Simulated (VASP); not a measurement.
A run of VASP 6.6.1 is set up as follows.

File POSCAR:

```
AlP
1.0
    0.0000000000      2.7078050190      2.7631478648
    2.7078050190      0.0000000000      2.7631478648
    2.7078050190      2.7078050190      0.0000000000
Al P
1 1
Direct
    0.0000000000      0.0000000000      0.0000000000
    0.2500000000      0.2500000000      0.2500000000
```

The input INCAR.step1:

```
PREC     = Accurate       # precision mode
ENCUT    = 400            # plane-wave cutoff, eV
EDIFF    = 1E-5           # SCF threshold, eV
ISMEAR   = 0              # smearing method
SIGMA    = 0.01           # smearing width, eV
LREAL    = F              # projectors in reciprocal space
LASPH    = T              # aspherical terms in the spheres
NELM     = 120            # most SCF steps
ALGO     = Normal         # electronic algorithm
ISIF     = 2              # what is computed and relaxed
LWAVE    = T              # write WAVECAR
LCHARG   = F              # write CHGCAR
NBANDS   = 11             # bands
GGA      = PE             # functional
GGA_COMPAT= F
```

Contents of INCAR.step2:

```
PREC     = Accurate       # precision mode
ENCUT    = 400            # plane-wave cutoff, eV
EDIFF    = 1E-6           # SCF threshold, eV
ISMEAR   = 0              # smearing method
SIGMA    = 0.01           # smearing width, eV
LREAL    = F              # projectors in reciprocal space
LASPH    = T              # aspherical terms in the spheres
NELM     = 120            # most SCF steps
ALGO     = Normal         # electronic algorithm
ISIF     = 2              # what is computed and relaxed
LWAVE    = F              # write WAVECAR
LCHARG   = F              # write CHGCAR
GGA      = PE             # functional
LHFCALC  = T              # exact exchange
HFSCREEN = 0.2079         # screening, 1/A
PRECFOCK = Normal       
NBANDS   = 11             # bands
ISTART   = 1            
GGA_COMPAT= F
```

The input KPOINTS:

```
Automatic mesh
0
Gamma
  6 6 6
```

Potentials or basis: VASP PAW PBE potentials, release 64 (Al, P).

Launch:

```console
$ cat potpaw_PBE.64/Al/POTCAR potpaw_PBE.64/P/POTCAR > POTCAR
$ cp INCAR.step1 INCAR
$ mpirun -np 1 vasp_std > vasp.out
$ cp INCAR.step2 INCAR
$ mpirun -np 1 vasp_std > vasp.out
```

(1) What does it give for the pressure?

(2) Predict the band gap on the k mesh.

Results:

(1) 1.0 GPa.

(2) 2.19 eV (least direct gap 4.23 eV).

Caveat: the PAW data sets were made with another functional, which shifts forces and pressure a little.
